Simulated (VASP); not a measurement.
Input of a VASP 6.6.1 run:

Contents of INCAR:

```
PREC = Accurate
ENCUT = 520
EDIFF = 1E-6
ISMEAR = 1
SIGMA = 0.0479
LREAL = False
LASPH = True
NELM = 150
ALGO = Normal
ISIF = 2
LWAVE = False
LCHARG = False
ISPIN = 2
MAGMOM = 0.4 0 0 0 -6.9
LORBIT = 11
LMAXMIX = 6
GGA = PE
NBANDS = 29
```

File KPOINTS:

```
Automatic mesh
0
Gamma
  5 5 5
```

POSCAR

```
GdVH3
1.0
    3.6600661076      0.0000000000      0.0000000000
    0.0000000000      3.6600661076      0.0000000000
    0.0000000000      0.0000000000      3.6600661076
V H Gd
1 3 1
Direct
    0.0000000000      0.0000000000      0.0000000000
    0.5000000000      0.0000000000      0.0000000000
    0.0000000000      0.5000000000      0.0000000000
    0.0000000000      0.0000000000      0.5000000000
    0.5000000000      0.5000000000      0.5000000000
```

Potentials or basis: VASP PAW PBE potentials, release 64 (V_sv, H, Gd).

Launch:

```console
$ cat potpaw_PBE.64/V_sv/POTCAR potpaw_PBE.64/H/POTCAR potpaw_PBE.64/Gd/POTCAR > POTCAR
$ mpirun -np 1 vasp_std > vasp.out
```

Problem. Estimate the net moment.

Solution. -6.63 μB per cell.

Problem. Estimate the pressure.

Solution. 0.0 GPa.

Problem. Estimate the site moments.

Solution. V +0.52; H +0.00; Gd -6.83 μB.

 The state reached can hang on the start; a lower one may exist.
